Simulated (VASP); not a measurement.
Set up this calculation in VASP 6.6.1, as the native input.

* Task: relaxation of shape and atoms at fixed volume
* Functional: PBEsol
* Potentials or basis: VASP PAW PBE potentials, release 64 (Si, Ni)
* Cutoff: 600 eV
* k mesh: 12 × 12 × 8
* Occupations: gaussian, width 0.1 eV
* Spin: no spin polarisation
* Dipole correction: no
* Further INCAR settings: ALGO = Fast; EDIFF = 1e-06; IBRION = 2; EDIFFG = -0.01; NSW = 50; ISIF = 4

The structure of SiNi2 lies in POSCAR:

```
SiNi2
1.0
    3.9067677451      0.0000000000      0.0000000000
   -1.9533838726      3.3833601140      0.0000000000
    0.0000000000      0.0000000000      4.9656713891
Si Ni
2 4
Direct
    0.3333333333      0.6666666667      0.7500000000
    0.6666666667      0.3333333333      0.2500000000
    0.0000000000      0.0000000000      0.0000000000
    0.0000000000      0.0000000000      0.5000000000
    0.3333333333      0.6666666667      0.2500000000
    0.6666666667      0.3333333333      0.7500000000
```

One way to write it, as run:

INCAR

```
PREC     = Accurate       # precision mode
ENCUT    = 600            # plane-wave cutoff, eV
EDIFF    = 1E-6           # SCF threshold, eV
ISMEAR   = 0              # smearing method
SIGMA    = 0.1            # smearing width, eV
LREAL    = F              # projectors in reciprocal space
LASPH    = T              # aspherical terms in the spheres
NELM     = 100            # most SCF steps
ALGO     = Fast           # electronic algorithm
ISIF     = 4              # what is computed and relaxed
LWAVE    = F              # write WAVECAR
LCHARG   = F              # write CHGCAR
GGA      = PS             # functional
IBRION   = 2              # ionic algorithm
NSW      = 50             # ionic steps
EDIFFG   = -0.01          # ionic threshold
```

KPOINTS

```
regular mesh
0
Gamma
  12 12 8
```

Potentials or basis: VASP PAW PBE potentials, release 64 (Si, Ni).

Launch:

```bash
$ cat potpaw_PBE.64/Si/POTCAR potpaw_PBE.64/Ni/POTCAR > POTCAR
$ mpirun -np 1 vasp_std > vasp.out
```

Results of the run:

The energy gained by relaxing is 0.0 meV/atom. The ionic steps are 2, the pressure after relaxing is -6.0 GPa and the band gap on the k mesh is zero (bands 24 and 25 overlap by 3.25 eV).

Caveat: the PAW data sets were made with another functional, which shifts forces and pressure a little.

Run time: 8.4 min on 1 thread of Oxide Virtual Turin-like Processor (shared host), peak memory 0.29 GiB.
